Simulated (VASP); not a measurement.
# MgO (Fm-3m) in VASP: further runs

The runs below take MgO through G0W0 quasiparticle levels, with LDA, PBE.

All numbers are computed with VASP 6.6.1; they aren't measurements. Logs are shortened: lines on timing, memory, paths and dates and some standing lists are left out, and cuts for length are marked.

## Step 1: The cell of the first run

Symmetry: Fm-3m, No. 225, cubic system. Conventional cell: a = 4.204 Å, b = 4.204 Å, c = 4.204 Å, α = 90.00°, β = 90.00°, γ = 90.00°. Mg (site symmetry m-3m) has 6 O at 2.10 Å within 2.8 Å. Within 2.8 Å of O (site symmetry m-3m) lie 6 Mg at 2.10 Å.

## Step 2: G0W0 quasiparticle levels, LDA

Contents of POSCAR:

```
MgO
1.0
    0.0000000000      2.1021680260      2.1021680260
    2.1021680260      0.0000000000      2.1021680260
    2.1021680260      2.1021680260      0.0000000000
Mg O
1 1
Direct
    0.0000000000      0.0000000000      0.0000000000
    0.5000000000      0.5000000000      0.5000000000
```

Contents of INCAR.step1:

```
  ALGO = Normal
  EDIFF = 1E-8
  ENCUT = 500
  ISMEAR = 0
  LASPH = True
  LCHARG = False
  LREAL = False
  LWAVE = True
  NELM = 100
  PREC = Accurate
  SIGMA = 0.01
```

Contents of INCAR.step2:

```
  ALGO = Exact
  EDIFF = 1E-8
  ENCUT = 500
  ISMEAR = 0
  ISTART = 1
  LASPH = True
  LCHARG = False
  LOPTICS = True
  LREAL = False
  LWAVE = True
  NBANDS = 73
  NELM = 1
  PREC = Accurate
  SIGMA = 0.01
```

Contents of INCAR.step3:

```
  ALGO = EVGW0
  EDIFF = 1E-8
  ENCUT = 500
  ENCUTGW = 140.0
  ISMEAR = 0
  ISTART = 1
  LASPH = True
  LCHARG = False
  LREAL = False
  LWAVE = False
  NBANDS = 73
  NBANDSGW = 12
  NELMGW = 1
  NOMEGA = 96
  OMEGAMAX = 20
  PREC = Accurate
  PRECFOCK = Fast
  SIGMA = 0.01
```

Contents of KPOINTS:

```
k-points
0
Gamma
  6 6 6
```

Potentials or basis: VASP PAW LDA potentials, release 64 (Mg_GW, O_GW).

Started as:

```bash
cat potpaw_LDA.64/Mg_GW/POTCAR potpaw_LDA.64/O_GW/POTCAR > POTCAR
cp INCAR.step1 INCAR
mpirun -np 1 vasp_std > vasp.out
cp INCAR.step2 INCAR
mpirun -np 1 vasp_std > vasp.out
cp INCAR.step3 INCAR
mpirun -np 1 vasp_std > vasp.out
```

OUTCAR:

```text
EDIFF = 1E-8
   ENCUT = 500
   ENCUTGW = 140.0
   ISMEAR = 0
   ISTART = 1
   LASPH = True
   LREAL = False
   NELMGW = 1
   PREC = Accurate
   PRECFOCK = Fast

 ion  position               nearest neighbor table
   1  0.000  0.000  0.000-   2 2.10   2 2.10   2 2.10   2 2.10   2 2.10   2 2.10
   2  0.500  0.500  0.500-   1 2.10   1 2.10   1 2.10   1 2.10   1 2.10   1 2.10

  LATTYP: Found a face centered cubic cell.
 ALAT       =     4.2043360520

  Lattice vectors:

 A1 = (   0.0000000000,   2.1021680260,   2.1021680260)
 A2 = (   2.1021680260,   0.0000000000,   2.1021680260)
 A3 = (   2.1021680260,   2.1021680260,   0.0000000000)

Analysis of symmetry for initial positions (statically):
=====================================================================
 Subroutine PRICEL returns:
 Original cell was already a primitive cell.

 Routine SETGRP: Setting up the symmetry group for a
 face centered cubic supercell.

 Subroutine GETGRP returns: Found 48 space group operations
 (whereof 48 operations were pure point group operations)
 out of a pool of 48 trial point group operations.

The static configuration has the point symmetry O_h .

Analysis of symmetry for dynamics (positions and initial velocities):
=====================================================================
 Subroutine PRICEL returns:
 Original cell was already a primitive cell.

 Routine SETGRP: Setting up the symmetry group for a
 face centered cubic supercell.

 Subroutine GETGRP returns: Found 48 space group operations
 (whereof 48 operations were pure point group operations)
 out of a pool of 48 trial point group operations.

The dynamic configuration has the point symmetry O_h .

 Subroutine INISYM returns: Found 48 space group operations
 (whereof 48 operations are pure point group operations),
 and found     1 'primitive' translations

----------------------------------------------------------------------------------------

                                     Primitive cell

  volume of cell :      18.5794

  direct lattice vectors                    reciprocal lattice vectors
     0.000000000  2.102168026  2.102168026    -0.237849684  0.237849684  0.237849684
     2.102168026  0.000000000  2.102168026     0.237849684 -0.237849684  0.237849684
     2.102168026  2.102168026  0.000000000     0.237849684  0.237849684 -0.237849684

  length of vectors
     2.972914533  2.972914533  2.972914533     0.411967737  0.411967737  0.411967737

  position of ions in fractional coordinates (direct lattice)
     0.000000000  0.000000000  0.000000000
     0.500000000  0.500000000  0.500000000

  ion indices of the primitive-cell ions
   primitive index   ion index
                 1           1
                 2           2

----------------------------------------------------------------------------------------

 KPOINTS: k-points

Automatic generation of k-mesh.
 Grid dimensions read from file:
 generate k-points for:    6    6    6

 Generating k-lattice:

  Cartesian coordinates                     Fractional coordinates (reciprocal lattice)
    -0.039641614  0.039641614  0.039641614     0.166666667  0.000000000  0.000000000
     0.039641614 -0.039641614  0.039641614     0.000000000  0.166666667  0.000000000
     0.039641614  0.039641614 -0.039641614     0.000000000  0.000000000  0.166666667

  Length of vectors
     0.068661289  0.068661289  0.068661289

  Shift w.r.t. Gamma in fractional coordinates (k-lattice)
     0.000000000  0.000000000  0.000000000

 Subroutine IBZKPT returns following result:
 ===========================================

 Found     16 irreducible k-points:

 Following reciprocal coordinates:
            Coordinates               Weight
  0.000000  0.000000  0.000000      1.000000
  0.166667  0.000000  0.000000      8.000000
  0.333333  0.000000  0.000000      8.000000
  0.500000  0.000000  0.000000      4.000000
  0.166667  0.166667  0.000000      6.000000
  0.333333  0.166667  0.000000     24.000000
[... 8 lines left out ...]
 -0.333333  0.333333  0.166667     24.000000
 -0.333333  0.500000  0.166667     12.000000
   k-points           NKPTS =     16   k-points in BZ     NKDIM =    216   number of bands    NBANDS=     73
   number of dos      NEDOS =    301   number of ions     NIONS =      2
   total plane-waves  NPLWV =  13824
   dimension x,y,z NGX =    24 NGY =   24 NGZ =   24
   dimension x,y,z NGXF=    48 NGYF=   48 NGZF=   48
   ions per type =               1   1
   NGX,Y,Z   is equivalent  to a cutoff of  13.42, 13.42, 13.42 a.u.
   NGXF,Y,Z  is equivalent  to a cutoff of  26.84, 26.84, 26.84 a.u.
 SYSTEM =  unknown system
   PREC   = accura    normal or accurate (medium, high low for compatibility)
   ISTART =      1    job   : 0-new  1-cont  2-samecut
   ICHARG =      0    charge: 1-file 2-atom 10-const
   ISPIN  =      1    spin polarized calculation?
   LNONCOLLINEAR =      F non collinear calculations
   LSORBIT =      F    spin-orbit coupling
   LASPH  =      T    aspherical Exc in radial PAW
   ENCUT  =  500.0 eV  36.75 Ry    6.06 a.u.   5.42  5.42  5.42*2*pi/ulx,y,z
   NELM   =     60;   NELMIN=  2; NELMDL=  0     # of ELM steps
   EDIFF  = 0.1E-07   stopping-criterion for ELM
   LREAL  =      F    real-space projection
   EDIFFG = 0.1E-06   stopping-criterion for IOM
   NSW    =      0    number of steps for IOM
   IBRION =     -1    ionic relax: 0-MD 1-quasi-New 2-CG
   NFREE  =      0    steps in history (QN), initial steepest desc. (CG)
   ISIF   =      0    stress and relaxation
   ISYM   =      3    0-nonsym 1-usesym 2-fastsym
   POTIM  = 0.5000    time-step for ionic-motion
   TEBEG  =    0.0;   TEEND  =   0.0 temperature during run
   PSTRESS=    0.0 pullay stress
   NELECT =       8.0000    total number of electrons
   NUPDOWN=      -1.0000    fix difference up-down
   EMIN   =  10.00;   EMAX   =-10.00  energy-range for DOS
   EFERMI =   0.00;   METHOD = LEGACY
   ISMEAR =     0;   SIGMA  =   0.01  broadening in eV -4-tet -1-fermi 0-gaus
   EFERMI_NEDOS =   21; number of points for ismear=-14 and -15
   IALGO  =     38    algorithm
   IMIX   =      4    mixing-type and parameters
     AMIX     =   0.40;   BMIX     =  1.00
     AMIX_MAG =   1.60;   BMIX_MAG =  1.00
  volume/ion in A,a.u.               =       9.29        62.69
  Fermi-wavevector in a.u.,A,eV,Ry     =   1.236215  2.336108 20.792804  1.528228
  Thomas-Fermi vector in A             =   2.370833
   LORBIT       =      0    0 simple, 1 ext, 2 COOP (PROOUT), +10 PAW based schemes
   GGA     = CA    functional components
   LHFCALC =     T    Hartree Fock is set to
   PRECFOCK=fast      Normal, Fast or Accurate (Low or Medium for compatibility)
   ENCUT4O =  -1.0   cutoff for four orbital integrals eV
   NKREDX  =     1    reduce k-point grid by
   NKREDY  =     1    reduce k-point grid by
   NKREDZ  =     1    reduce k-point grid by
   AEXX    =    1.0000 exact exchange contribution
   HFSCREEN=    0.0000 screening length (either q_TF or 0.3 A-1)
   HFSCREENC=   0.0000 screening length for correlation (either q_TF or 0.3 A-1)
   ENCUTFOCK=  -1.0 apply spherical cutoff to Coloumb kernel
   IVDW    =     0    specifies the selected vdW correction
   LEPSILON=     F    determine dielectric tensor
   LRPA    =     F    only Hartree local field effects (RPA)
   LRPAFORCE           =     F    calculate RPA forces
   ENCUTGW             = 140.0    cutoff for response function in eV
   ENCUTGWSOFT         = 112.0    soft cutoff for Coulomb kernel in GW response function in eV
   ENCUTLF             =  -1.0    cutoff for local field effects
   NELMGW              =     1    number of iterations in solving QP/BSE equation
   NELMHF              =     1    number of iterations in the inner HF iteration
   NKREDLFX            =     1    NKREDLFY  =   1   NKREDLFZ  =   1
 non-spin polarized calculation
 Gauss-broadening in eV      SIGMA  =   0.01
  energy-cutoff  :      500.00
  volume of cell :       18.58
 maximum number of plane-waves:       489
 NGX is ok and might be reduce to    24
  NGX = 14; NGY = 14; NGZ = 14
   NGX = 11   NGY = 11   NGZ = 11
 maximum number of plane-waves:        76
 NGX is ok and might be reduce to    14

 QP shifts <psi_nk| G(iteration)W_0 |psi_nk>: iteration 1
 for sc-GW calculations column KS-energies equals QP-energies in previous step
 and V_xc(KS)=  KS-energies - (<T + V_ion + V_H > + <T+V_H+V_ion>^1  + <V_x>^1)

 k-point   1 :       0.0000    0.0000    0.0000
  band No.  KS-energies  QP-energies   sigma(KS)   V_xc(KS)     V^pw_x(r,r')   Z            occupation Imag(sigma)

      1     -14.1167     -16.1663     -20.8831     -17.7991     -29.6009       0.6646       2.0000       1.0039
      2       2.9164       1.7948     -21.2532     -19.8225     -25.1532       0.7839       2.0000       0.0438
      3       2.9164       1.7948     -21.2532     -19.8225     -25.1532       0.7839       2.0000       0.0438
      4       2.9164       1.7948     -21.2532     -19.8225     -25.1532       0.7839       2.0000       0.0438
      5       7.6297       9.1234     -10.9143     -12.6935      -7.6160       0.8396       0.0000      -0.0401
      6      18.4806      20.2192      -7.6060      -9.7025      -3.1029       0.8293       0.0000      -0.0731
      7      18.4806      20.2192      -7.6060      -9.7025      -3.1029       0.8293       0.0000      -0.0731
      8      18.4806      20.2192      -7.6060      -9.7025      -3.1029       0.8293       0.0000      -0.0731
      9      22.5232      23.3209      -7.4839      -8.5339      -1.7125       0.7598       0.0000      -0.3946
     10      24.1687      26.1790      -8.0392     -10.4903      -3.2602       0.8201       0.0000      -0.1393
     11      24.1687      26.1790      -8.0392     -10.4903      -3.2602       0.8201       0.0000      -0.1393
     12      26.6246      28.7079      -7.6686     -10.3204      -1.9110       0.7856       0.0000      -0.3992

 k-point   2 :       0.1667    0.0000    0.0000
  band No.  KS-energies  QP-energies   sigma(KS)   V_xc(KS)     V^pw_x(r,r')   Z            occupation Imag(sigma)
[... 225 lines left out ...]
      1     -12.4325     -14.6683     -22.5946     -19.4763     -31.1451       0.7170       2.0000       0.9369
      2      -0.7276      -2.2811     -17.8438     -15.8167     -21.9879       0.7664       2.0000       0.0669
      3       0.6165      -0.8130     -18.8957     -17.0545     -22.9091       0.7763       2.0000       0.0555
      4       1.2021      -0.1392     -19.5298     -17.8032     -23.5385       0.7768       2.0000       0.0521
      5      13.2890      15.0055      -9.5053     -11.5771      -5.4717       0.8285       0.0000      -0.0527
      6      14.1141      16.1461      -8.9303     -11.3675      -4.8518       0.8337       0.0000      -0.0512
      7      15.2434      17.3340     -12.1290     -14.7667      -7.6574       0.7926       0.0000      -0.0733
      8      19.1711      21.1523      -9.2307     -11.7150      -4.2055       0.7975       0.0000      -0.1340
      9      22.7855      24.7505      -9.4809     -12.0159      -3.8549       0.7751       0.0000      -0.2726
     10      27.2822      28.9861      -8.0212     -10.1422      -2.3461       0.8034       0.0000      -0.5407
     11      28.9043      31.2286      -8.9254     -11.6729      -3.5709       0.8460       0.0000      -0.6083
     12      31.0041      33.4340      -9.5869     -12.4323      -3.7358       0.8540       0.0000      -0.8229
```

Run time: 3 min. Hardware: 1 thread of Intel Xeon 6975P-C (Granite Rapids), shared host; peak memory 0.32 GiB.

Results:

| Quantity | Value |
| --- | --- |
| Quasiparticle gap | 7.33 eV |
| Least direct quasiparticle gap | 7.33 eV |
| Band gap of the starting levels on the mesh | 4.71 eV |
| Least direct gap of the starting levels on the mesh | 4.71 eV |

Caveat: the k points lie up to 0.43 Å⁻¹ apart; bands, screening cutoff and mesh are small and nothing is extrapolated, so the quasiparticle values aren't converged.

## Step 3: G0W0 quasiparticle levels, PBE

POSCAR is that of step 2.

Contents of INCAR.step1:

```
ALGO = Normal ; EDIFF = 1E-8
ENCUT = 500 ; GGA = PE
ISMEAR = 0 ; LASPH = T
LCHARG = F ; LREAL = F
LWAVE = T ; NELM = 60
PREC = Accurate ; SIGMA = 0.01
```

Contents of INCAR.step2:

```
ALGO = Exact ; EDIFF = 1E-8
ENCUT = 500 ; GGA = PE
ISMEAR = 0 ; ISTART = 1
LASPH = T ; LCHARG = F
LOPTICS = T ; LREAL = F
LWAVE = T ; NBANDS = 73
NELM = 1 ; PREC = Accurate
SIGMA = 0.01
```

Contents of INCAR.step3:

```
ALGO = EVGW0 ; EDIFF = 1E-8
ENCUT = 500 ; ENCUTGW = 140.0
GGA = PE ; ISMEAR = 0
ISTART = 1 ; LASPH = T
LCHARG = F ; LREAL = F
LWAVE = F ; NBANDS = 73
NBANDSGW = 12 ; NELMGW = 1
NOMEGA = 96 ; OMEGAMAX = 20
PREC = Accurate ; PRECFOCK = Fast
SIGMA = 0.01
```

KPOINTS is that of step 2.

Potentials or basis: VASP PAW PBE potentials, release 64 (Mg_GW, O_GW).

Started as:

```bash
cat potpaw_PBE.64/Mg_GW/POTCAR potpaw_PBE.64/O_GW/POTCAR > POTCAR
cp INCAR.step1 INCAR
mpirun -np 1 vasp_std > vasp.out
cp INCAR.step2 INCAR
mpirun -np 1 vasp_std > vasp.out
cp INCAR.step3 INCAR
mpirun -np 1 vasp_std > vasp.out
```

OUTCAR:

```text
EDIFF = 1E-8
   ENCUT = 500
   ENCUTGW = 140.0
   GGA = PE
   ISMEAR = 0
   ISTART = 1
   LASPH = T
   LREAL = F
   NELMGW = 1
   PREC = Accurate
   PRECFOCK = Fast

 ion  position               nearest neighbor table
   1  0.000  0.000  0.000-   2 2.10   2 2.10   2 2.10   2 2.10   2 2.10   2 2.10
[... 193 lines left out ...]
      2       3.2240       1.9536     -21.3535     -19.7386     -25.2493       0.7866       2.0000       0.0445
      3       3.2240       1.9536     -21.3535     -19.7386     -25.2493       0.7866       2.0000       0.0445
      4       3.2240       1.9536     -21.3535     -19.7386     -25.2493       0.7866       2.0000       0.0445
      5       8.0036       9.2497     -10.7328     -12.2124      -7.4508       0.8422       0.0000      -0.0399
      6      19.0621      20.3177      -7.5544      -9.0657      -3.0930       0.8308       0.0000      -0.0728
      7      19.0621      20.3177      -7.5544      -9.0657      -3.0930       0.8308       0.0000      -0.0728
      8      19.0621      20.3177      -7.5544      -9.0657      -3.0930       0.8308       0.0000      -0.0728
      9      22.9939      23.4053      -7.3962      -7.9368      -1.6841       0.7610       0.0000      -0.3832
     10      24.7750      26.3266      -7.9938      -9.8787      -3.2625       0.8232       0.0000      -0.1374
     11      24.7750      26.3266      -7.9938      -9.8787      -3.2625       0.8232       0.0000      -0.1374
     12      27.3734      28.8511      -7.6212      -9.4962      -1.8749       0.7882       0.0000      -0.4257
[... 228 lines left out ...]
      1     -12.4746     -14.5944     -22.7818     -19.8516     -31.3827       0.7234       2.0000       0.9569
      2      -0.3553      -2.1677     -17.9965     -15.6376     -22.1191       0.7683       2.0000       0.0659
      3       0.9695      -0.6848     -19.0469     -16.9199     -23.0483       0.7778       2.0000       0.0554
      4       1.5457      -0.0030     -19.6744     -17.6869     -23.6734       0.7792       2.0000       0.0519
      5      13.8029      15.1167      -9.3955     -10.9763      -5.3931       0.8311       0.0000      -0.0520
      6      14.6957      16.2990      -8.8156     -10.7349      -4.7697       0.8354       0.0000      -0.0508
      7      15.7512      17.5227     -11.9864     -14.2124      -7.5621       0.7958       0.0000      -0.0725
      8      19.7551      21.3182      -9.1417     -11.0966      -4.1669       0.7996       0.0000      -0.1361
      9      23.4294      24.9458      -9.3919     -11.3410      -3.8255       0.7780       0.0000      -0.2767
     10      27.9145      29.1341      -7.9729      -9.4888      -2.3591       0.8045       0.0000      -0.5376
     11      29.4854      31.4130      -8.8620     -11.1275      -3.5729       0.8508       0.0000      -0.6028
     12      31.6609      33.6366      -9.5277     -11.8380      -3.7437       0.8552       0.0000      -0.8185
```

OUTCAR.step2:

```text
EDIFF = 1E-8
   ENCUT = 500
   GGA = PE
   ISMEAR = 0
[... 849 lines left out ...]
  --------------------------------------------------------------------------------------------------------------
     0.00000     3.21868     3.21868     3.21868    -0.00000     0.00000    -0.00000
     1.85534     3.29881     3.29881     3.29881    -0.00000    -0.00000    -0.00000
     3.71068     3.64277     3.64277     3.64277    -0.00000    -0.00000    -0.00000
     5.56601     4.20733     4.20733     4.20733    -0.00000    -0.00000    -0.00000
     7.42135     4.10329     4.10329     4.10329    -0.00000     0.00000    -0.00000
     9.27669     3.06878     3.06878     3.06878     0.00000     0.00000    -0.00000
[... 92 lines left out ...]
   181.82314     0.98234     0.98234     0.98234     0.00000    -0.00000     0.00000
   183.67847     0.98273     0.98273     0.98273     0.00000    -0.00000     0.00000
```

Wall time 3.2 min (1 thread of AMD EPYC 9R45 (Zen 5), shared host); peak memory 0.29 GiB.

Results:

- Quasiparticle gap: 7.30 eV
- Least direct quasiparticle gap: 7.30 eV
- Band gap of the starting levels on the mesh: 4.78 eV
- Least direct gap of the starting levels on the mesh: 4.78 eV

Caveat: the k points lie up to 0.43 Å⁻¹ apart; bands, screening cutoff and mesh are small and nothing is extrapolated, so the quasiparticle values aren't converged.
